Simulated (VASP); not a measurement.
# Mg2C3 (C2/m) in VASP: further runs

Runs on Mg2C3. Level: LDA. Tasks: single point, relaxation of cell and atoms.

Everything below comes from runs of VASP 6.6.1. Logs are shortened: lines on timing, memory, paths and dates and some standing lists are left out, and cuts for length are marked.

## (1) The cell of the first run

Symmetry: C2/m, No. 12, monoclinic system. Conventional cell: a = 4.739 Å, b = 4.605 Å, c = 4.927 Å, α = 90.00°, β = 103.76°, γ = 90.00°. Mg (site symmetry m) has 11 C at 2.21 to 3.41 Å and 9 Mg at 2.97 to 3.30 Å within 3.5 Å. C (site symmetry m) has 1 C at 1.32 Å within 1.8 Å. Within 1.8 Å of C (site symmetry 2/m) lie 2 C at 1.32 Å.

## (2) Single point, LDA

Input file INCAR:

```
SYSTEM = Mg2C3
PREC     = Accurate       ! precision mode
ENCUT    = 520            ! plane-wave cutoff, eV
EDIFF    = 1E-6           ! SCF threshold, eV
ISMEAR   = 0              ! smearing method
SIGMA    = 0.02           ! smearing width, eV
LREAL    = .False.        ! projectors in reciprocal space
LASPH    = .True.         ! aspherical terms in the spheres
NELM     = 100            ! most SCF steps
ALGO     = Normal         ! electronic algorithm
ISIF     = 2              ! what is computed and relaxed
LWAVE    = .False.        ! write WAVECAR
LCHARG   = .True.         ! write CHGCAR
LELF     = .True.         ! ELF
LVHAR    = .True.       
NBANDS   = 16             ! bands
```

Input file KPOINTS:

```
Automatic mesh
0
Gamma
  7 7 5
  0 0 0
```

Input file POSCAR:

```
Mg2C3
1.0
    2.3694098281     -2.3023365739      0.0079325946
    2.3694098281      2.3023365739      0.0079325946
   -1.1877875290      0.0000000000      4.7816344788
Mg C
2 3
Direct
    0.1909410752      0.1909410752      0.8005606341
    0.8090589248      0.8090589248      0.1994393659
    0.6997708138      0.6997708138      0.7376397551
    0.3002291862      0.3002291862      0.2623602449
    0.5000000000      0.5000000000      0.5000000000
```

Potentials or basis: VASP PAW LDA potentials, release 64 (Mg, C).

The run is started by

```sh
$ cat potpaw_LDA.64/Mg/POTCAR potpaw_LDA.64/C/POTCAR > POTCAR
$ mpirun -np 1 vasp_std > vasp.out
```

OUTCAR:

```text
SYSTEM = Mg2C3
   PREC = Accurate
   ENCUT = 520
   EDIFF = 1E-6
   ISMEAR = 0
   LREAL = .False.
   LASPH = .True.
   NELM = 100
   ISIF = 2

 ion  position               nearest neighbor table
   1  0.191  0.191  0.801-   4 2.21   3 2.27   5 2.32   3 2.32   3 2.32   3 2.50   5 2.77   5 2.77
                             4 2.82   2 2.97   2 2.99   2 2.99   2 3.08   2 3.12
   2  0.809  0.809  0.199-   3 2.21   4 2.27   5 2.32   4 2.32   4 2.32   4 2.50   5 2.77   5 2.77
                             3 2.82   1 2.97   1 2.99   1 2.99   1 3.08   1 3.12
   3  0.700  0.700  0.738-   5 1.32   2 2.21   1 2.27   1 2.32   1 2.32   1 2.50   2 2.82
   4  0.300  0.300  0.262-   5 1.32   1 2.21   2 2.27   2 2.32   2 2.32   2 2.50   1 2.82
   5  0.500  0.500  0.500-   3 1.32   4 1.32   1 2.32   2 2.32   1 2.77   1 2.77   2 2.77   2 2.77

  LATTYP: Found a base centered monoclinic cell.
 ALAT       =     4.7388462138
 B/A-ratio  =     0.9716865541
 C/A-ratio  =     1.0396946733
 COS(beta)  =    -0.2378290178

  Lattice vectors:

 A1 = (   2.3694098281,  -2.3023365739,   0.0079325946)
 A2 = (   2.3694098281,   2.3023365739,   0.0079325946)
 A3 = (  -1.1877875290,   0.0000000000,   4.7816344788)

Analysis of symmetry for initial positions (statically):
=====================================================================
 Subroutine PRICEL returns:
 Original cell was already a primitive cell.

 Routine SETGRP: Setting up the symmetry group for a
 base centered monoclinic supercell.

 Subroutine GETGRP returns: Found  4 space group operations
 (whereof  4 operations were pure point group operations)
 out of a pool of  4 trial point group operations.

The static configuration has the point symmetry C_2h.

Analysis of symmetry for dynamics (positions and initial velocities):
=====================================================================
 Subroutine PRICEL returns:
 Original cell was already a primitive cell.

 Routine SETGRP: Setting up the symmetry group for a
 base centered monoclinic supercell.

 Subroutine GETGRP returns: Found  4 space group operations
 (whereof  4 operations were pure point group operations)
 out of a pool of  4 trial point group operations.

The dynamic configuration has the point symmetry C_2h.

 Subroutine INISYM returns: Found  4 space group operations
 (whereof  4 operations are pure point group operations),
 and found     1 'primitive' translations

----------------------------------------------------------------------------------------

                                     Primitive cell

  volume of cell :      52.2127

  direct lattice vectors                    reciprocal lattice vectors
     2.369409828 -2.302336574  0.007932595     0.210847662 -0.217170680  0.052375861
     2.369409828  2.302336574  0.007932595     0.210847662  0.217170680  0.052375861
    -1.187787529  0.000000000  4.781634479    -0.000699580  0.000000000  0.208959729

  length of vectors
     3.303773533  3.303773533  4.926953166     0.307185729  0.307185729  0.208960901

  position of ions in fractional coordinates (direct lattice)
     0.190941075  0.190941075  0.800560634
     0.809058925  0.809058925  0.199439366
     0.699770814  0.699770814  0.737639755
     0.300229186  0.300229186  0.262360245
     0.500000000  0.500000000  0.500000000

  ion indices of the primitive-cell ions
   primitive index   ion index
                 1           1
                 2           2
                 3           3
                 4           4
                 5           5

----------------------------------------------------------------------------------------

 KPOINTS: Automatic mesh

Automatic generation of k-mesh.
 Grid dimensions read from file:
 generate k-points for:    7    7    5

 Generating k-lattice:

  Cartesian coordinates                     Fractional coordinates (reciprocal lattice)
     0.030121095 -0.031024383  0.007482266     0.142857143 -0.000000000 -0.000000000
     0.030121095  0.031024383  0.007482266    -0.000000000  0.142857143 -0.000000000
    -0.000139916  0.000000000  0.041791946     0.000000000  0.000000000  0.200000000

  Length of vectors
     0.043883676  0.043883676  0.041792180

  Shift w.r.t. Gamma in fractional coordinates (k-lattice)
     0.000000000  0.000000000  0.000000000

 Subroutine IBZKPT returns following result:
 ===========================================

 Found     72 irreducible k-points:

 Following reciprocal coordinates:
            Coordinates               Weight
  0.000000  0.000000  0.000000      1.000000
  0.142857 -0.000000  0.000000      4.000000
  0.285714 -0.000000  0.000000      4.000000
  0.428571 -0.000000  0.000000      4.000000
  0.142857  0.142857  0.000000      2.000000
  0.285714  0.142857 -0.000000      4.000000
[... 16 lines left out ...]
 -0.142857  0.000000  0.200000      4.000000
  0.142857  0.142857  0.200000      2.000000
 [... further k-points ...]
   k-points           NKPTS =     72   k-points in BZ     NKDIM =     72   number of bands    NBANDS=     16
   number of dos      NEDOS =    301   number of ions     NIONS =      5
   total plane-waves  NPLWV =  31360
   dimension x,y,z NGX =    28 NGY =   28 NGZ =   40
   dimension x,y,z NGXF=    56 NGYF=   56 NGZF=   80
   ions per type =               2   3
   NGX,Y,Z   is equivalent  to a cutoff of  14.09, 14.09, 13.50 a.u.
   NGXF,Y,Z  is equivalent  to a cutoff of  28.18, 28.18, 26.99 a.u.
 SYSTEM =  Mg2C3
   PREC   = accura    normal or accurate (medium, high low for compatibility)
   ISTART =      0    job   : 0-new  1-cont  2-samecut
   ICHARG =      2    charge: 1-file 2-atom 10-const
   ISPIN  =      1    spin polarized calculation?
   LNONCOLLINEAR =      F non collinear calculations
   LSORBIT =      F    spin-orbit coupling
   LASPH  =      T    aspherical Exc in radial PAW
   ENCUT  =  520.0 eV  38.22 Ry    6.18 a.u.   6.14  6.14  9.16*2*pi/ulx,y,z
   NELM   =    100;   NELMIN=  2; NELMDL= -5     # of ELM steps
   EDIFF  = 0.1E-05   stopping-criterion for ELM
   LREAL  =      F    real-space projection
   EDIFFG = 0.1E-04   stopping-criterion for IOM
   NSW    =      0    number of steps for IOM
   IBRION =     -1    ionic relax: 0-MD 1-quasi-New 2-CG
   NFREE  =      0    steps in history (QN), initial steepest desc. (CG)
   ISIF   =      2    stress and relaxation
   ISYM   =      2    0-nonsym 1-usesym 2-fastsym
   POTIM  = 0.5000    time-step for ionic-motion
   TEBEG  =    0.0;   TEEND  =   0.0 temperature during run
   PSTRESS=    0.0 pullay stress
   NELECT =      16.0000    total number of electrons
   NUPDOWN=      -1.0000    fix difference up-down
   EMIN   =  10.00;   EMAX   =-10.00  energy-range for DOS
   EFERMI =   0.00;   METHOD = LEGACY
   ISMEAR =     0;   SIGMA  =   0.02  broadening in eV -4-tet -1-fermi 0-gaus
   EFERMI_NEDOS =   21; number of points for ismear=-14 and -15
   IALGO  =     38    algorithm
   IMIX   =      4    mixing-type and parameters
     AMIX     =   0.40;   BMIX     =  1.00
     AMIX_MAG =   1.60;   BMIX_MAG =  1.00
  volume/ion in A,a.u.               =      10.44        70.47
  Fermi-wavevector in a.u.,A,eV,Ry     =   1.103713  2.085715 16.574368  1.218182
  Thomas-Fermi vector in A             =   2.240175
   LORBIT       =      0    0 simple, 1 ext, 2 COOP (PROOUT), +10 PAW based schemes
   GGA     = CA    functional components
   LHFCALC =     F    Hartree Fock is set to
   AEXX    =    0.0000 exact exchange contribution
   IVDW    =     0    specifies the selected vdW correction
   LEPSILON=     F    determine dielectric tensor
   LRPA    =     F    only Hartree local field effects (RPA)
 non-spin polarized calculation
 Gauss-broadening in eV      SIGMA  =   0.02
  energy-cutoff  :      520.00
  volume of cell :       52.21
 maximum number of plane-waves:      1426
 NGX is ok and might be reduce to    28
   NGX = 13   NGY = 13   NGZ = 19

 number of electron      15.9999999 magnetization

 Free energy of the ion-electron system (eV)
  ---------------------------------------------------
  ext. energy  EPLUGINS =         0.00000000
  ---------------------------------------------------
  free energy    TOTEN  =       -33.20308491 eV

  energy without entropy =      -33.20308491  energy(sigma->0) =      -33.20308491

 E-fermi :   4.8085     XC(G=0): -10.9004

 val. band max:        4.7055518990   @ k =   0.1429  -0.0000   0.4000
 cond. band min:       6.6078324185   @ k =   0.4286   0.4286   0.2000
 fundamental gap:      1.9022805195
 Fermi energy:         4.8085375562

 k-point     1 :       0.0000    0.0000    0.0000
  band No.  band energies     occupation
      1     -11.2849      2.00000
      2      -7.2879      2.00000
      3      -2.7387      2.00000
      4       0.5889      2.00000
      5       1.3795      2.00000
      6       1.8342      2.00000
[... 8 lines left out ...]
     15      14.2346      0.00000
     16      15.4062      0.00000

 k-point     2 :       0.1429   -0.0000    0.0000
  band No.  band energies     occupation
      1     -11.1651      2.00000
      2      -7.2687      2.00000
      3      -2.5755      2.00000
      4       0.0898      2.00000
      5       1.0596      2.00000
      6       1.6958      2.00000
[... 8 lines left out ...]
     15      13.8147      0.00000
     16      15.4922      0.00000

 k-point     3 :       0.2857   -0.0000    0.0000
  band No.  band energies     occupation
      1     -10.8653      2.00000
      2      -7.2519      2.00000
      3      -2.2687      2.00000
      4      -0.8525      2.00000
      5       0.8179      2.00000
      6       1.5501      2.00000
[... 8 lines left out ...]
     15      13.8549      0.00000
     16      15.5047      0.00000

 k-point     4 :       0.4286   -0.0000    0.0000
  band No.  band energies     occupation
      1     -10.5825      2.00000
      2      -7.2829      2.00000
      3      -2.4080      2.00000
      4      -0.6405      2.00000
      5       0.2324      2.00000
      6       1.5462      2.00000
[... 8 lines left out ...]
     15      13.9842      0.00000
     16      14.9506      0.00000

 k-point     5 :       0.1429    0.1429    0.0000
  band No.  band energies     occupation
      1     -11.0486      2.00000
      2      -7.2750      2.00000
      3      -2.2902      2.00000
      4      -0.0898      2.00000
      5       0.4951      2.00000
      6       1.3150      2.00000
[... 8 lines left out ...]
     15      13.5019      0.00000
     16      15.6141      0.00000

 k-point     6 :       0.2857    0.1429   -0.0000
  band No.  band energies     occupation
      1     -10.7579      2.00000
      2      -7.2579      2.00000
      3      -1.8922      2.00000
      4      -0.8449      2.00000
      5       0.2405      2.00000
      6       0.9510      2.00000
[... 8 lines left out ...]
     15      14.2394      0.00000
     16      15.8302      0.00000
[... 267 lines left out ...]
 k-point    21 :      -0.4286    0.0000    0.2000
  band No.  band energies     occupation
      1     -10.5757      2.00000
      2      -7.2389      2.00000
      3      -2.6858      2.00000
      4      -0.8267      2.00000
      5       0.4150      2.00000
      6       1.5552      2.00000
[... 8 lines left out ...]
     15      14.0528      0.00000
     16      15.5228      0.00000

 k-point    22 :      -0.2857    0.0000    0.2000
  band No.  band energies     occupation
      1     -10.8544      2.00000
      2      -7.2292      2.00000
      3      -2.6622      2.00000
      4      -0.5798      2.00000
      5       0.9442      2.00000
      6       1.7161      2.00000
[... 8 lines left out ...]
     15      14.0189      0.00000
     16      15.5284      0.00000

 k-point    23 :      -0.1429    0.0000    0.2000
  band No.  band energies     occupation
      1     -11.1314      2.00000
      2      -7.3611      2.00000
      3      -2.6047      2.00000
      4       0.3145      2.00000
      5       1.0006      2.00000
      6       1.7059      2.00000
[... 8 lines left out ...]
     15      14.6400      0.00000
     16      15.0479      0.00000

 k-point    24 :       0.1429    0.1429    0.2000
  band No.  band energies     occupation
      1     -10.9703      2.00000
      2      -7.5338      2.00000
      3      -1.6453      2.00000
      4      -0.3826      2.00000
      5       0.3681      2.00000
      6       0.8532      2.00000
[... 8 lines left out ...]
     15      13.6460      0.00000
     16      15.2700      0.00000

 [... further k-points ...]
[... 5 lines left out ...]
  --------------------------------------------------------------------------------------
  -------------------------------------------------------------------------------------
  Total       -0.2090636     -0.2476928     -0.1185110      0.0000000      0.0000000      0.0783696
  in kB       -6.4152364     -7.6005952     -3.6365787      0.0000000      0.0000000      2.4048159
  external PRESSURE =      -5.8841368 kB  Pullay stress =       0.0000000 kB

 VOLUME and BASIS-vectors are now :
 -----------------------------------------------------------------------------
  energy-cutoff  :      520.00
  volume of cell :       52.21
      direct lattice vectors                 reciprocal lattice vectors
     2.369409828 -2.302336574  0.007932595     0.210847662 -0.217170680  0.052375861
     2.369409828  2.302336574  0.007932595     0.210847662  0.217170680  0.052375861
    -1.187787529  0.000000000  4.781634479    -0.000699580  0.000000000  0.208959729

 POSITION                                       TOTAL-FORCE (eV/Angst)
 -----------------------------------------------------------------------------------
     -0.04606      0.00000      3.83102        -0.002698      0.000000      0.013010
      3.59709      0.00000      0.96648         0.002698      0.000000     -0.013010
      2.43993      0.00000      3.53823         0.025810      0.000000      0.047756
      1.11110      0.00000      1.25927        -0.025810      0.000000     -0.047756
      1.77552      0.00000      2.39875         0.000000      0.000000      0.000000
 -----------------------------------------------------------------------------------
    total drift:                               -0.000000      0.000000      0.000000

  FREE ENERGIE OF THE ION-ELECTRON SYSTEM (eV)
  ---------------------------------------------------
  free  energy   TOTEN  =       -33.2030849063 eV

  energy  without entropy=      -33.2030849063  energy(sigma->0) =      -33.20308491
```

It took 24 s on 1 thread of Intel Xeon 6975P-C (Granite Rapids), shared host; peak memory 0.19 GiB.

What came out:

```yaml
Free_energy: -33.2031 eV
Pressure: -0.6 GPa
Largest_force: 0.054 eV/Å
Band_gap_on_the_k_mesh: 1.90 eV (least direct gap 2.64 eV)
```

Forces on the atoms (eV/Å):
```
Mg  -0.003  0.000  0.013
Mg   0.003  0.000 -0.013
C    0.026  0.000  0.048
C   -0.026  0.000 -0.048
C    0.000  0.000  0.000
```

Stress tensor (GPa, compression positive):
```
-0.64  0.00  0.24
 0.00 -0.76  0.00
 0.24  0.00 -0.36
```

Caveat: an odd mesh through Γ misses points on the zone boundary, where band edges can lie.

## (3) Relaxation of cell and atoms, LDA

This run uses another cell than the first one, of 10.97 Å³/atom.

Input file INCAR:

```
SYSTEM = Mg2C3
PREC     = Accurate       ! precision mode
ENCUT    = 600            ! plane-wave cutoff, eV
EDIFF    = 1E-7           ! SCF threshold, eV
ISMEAR   = 0              ! smearing method
SIGMA    = 0.02           ! smearing width, eV
LREAL    = .False.        ! projectors in reciprocal space
LASPH    = .True.         ! aspherical terms in the spheres
NELM     = 60             ! most SCF steps
ALGO     = Normal         ! electronic algorithm
ISIF     = 3              ! what is computed and relaxed
LWAVE    = .False.        ! write WAVECAR
LCHARG   = .False.        ! write CHGCAR
GGA      = CA             ! functional
IBRION   = 2              ! ionic algorithm
NSW      = 80             ! ionic steps
EDIFFG   = -0.03          ! ionic threshold
```

Input file KPOINTS:

```
regular mesh
0
Gamma
  7 7 5
  0 0 0
```

Input file POSCAR:

```
Mg2C3
1.0
    2.4155000000     -2.3500000000      0.0000000000
    2.4155000000      2.3500000000      0.0000000000
   -1.2270740000      0.0000000000      4.8332760000
Mg C
2 3
Direct
    0.1913000000      0.1913000000      0.7989000000
    0.8087000000      0.8087000000      0.2011000000
    0.7011000000      0.7011000000      0.7385000000
    0.2989000000      0.2989000000      0.2615000000
    0.5000000000      0.5000000000      0.5000000000
```

Potentials or basis: VASP PAW LDA potentials, release 64 (Mg, C).

The run is started by

```sh
$ cat potpaw_LDA.64/Mg/POTCAR potpaw_LDA.64/C/POTCAR > POTCAR
$ mpirun -np 1 vasp_std > vasp.out
```

It took 2 min on 1 thread of Intel Xeon 6975P-C (Granite Rapids), shared host; peak memory 0.2 GiB.

The run converged. Its results:

```yaml
Free_energy: -33.2137 eV
Relaxed_volume: 10.36 Å³/atom
Relaxed_cell: a = 3.296 Å, b = 3.296 Å, c = 4.908 Å, α = 99.73°, β = 99.73°, γ = 88.30°
Space_group_after_relaxing_to_0.1_Å: C2/m (No. 12)
Energy_gained_by_relaxing: 14.8 meV/atom
Ionic_steps: 11
Pressure_after_relaxing: 0.1 GPa
Largest_force_after_relaxing: 0.024 eV/Å
Band_gap_on_the_k_mesh: 1.93 eV (least direct gap 2.67 eV)
```

Forces on the atoms (eV/Å):
```
Mg  -0.001  0.000  0.002
Mg   0.001  0.000 -0.002
C   -0.002  0.000  0.024
C    0.002  0.000 -0.024
C    0.000  0.000  0.000
```

Stress tensor (GPa, compression positive):
```
0.11 0.00 0.04
0.00 0.07 0.00
0.04 0.00 0.18
```

Step by step:
| step | energy change (eV) | largest force (eV/Å) | pressure (GPa) | volume (Å³) |
| --- | --- | --- | --- | --- |
| 1 | 0.0000 | 0.7351 | -7.59 | 54.87 |
| 2 | 0.1914 | 4.3394 | 11.62 | 50.84 |
| 3 | -0.0426 | 0.5366 | -2.60 | 53.60 |
| 4 | -0.0709 | 0.3272 | 0.43 | 51.46 |
| 5 | -0.0729 | 0.1552 | -0.24 | 51.88 |
| 6 | -0.0727 | 0.1830 | 0.97 | 51.61 |
| 7 | -0.0734 | 0.0112 | 0.32 | 51.75 |
| 8 | -0.0738 | 0.0354 | 0.10 | 51.75 |
| 9 | -0.0738 | 0.0317 | 0.12 | 51.75 |
| 10 | -0.0739 | 0.0372 | 0.12 | 51.80 |
| 11 | -0.0739 | 0.0238 | 0.12 | 51.79 |

Final structure:
```
CELL_PARAMETERS angstrom
2.36467 -2.29575 0.01120
2.36467 2.29575 0.01120
-1.17885 0.00000 4.76408
ATOMIC_POSITIONS crystal
Mg 0.19103 0.19103 0.80021
Mg 0.80897 0.80897 0.19979
C 0.70076 0.70076 0.73748
C 0.29924 0.29924 0.26252
C 0.50000 0.50000 0.50000
```

Levels at points of the mesh, in eV from the valence-band top:
| k point | band 5 | band 6 | band 7 | band 8 | band 9 | band 10 | band 11 | band 12 |
| --- | --- | --- | --- | --- | --- | --- | --- | --- |
| (0.00, 0.00, 0.00) | -3.31 | -2.86 | -1.47 | -0.67 | 3.69 | 3.87 | 4.16 | 7.85 |

Caveat: an odd mesh through Γ misses points on the zone boundary, where band edges can lie.
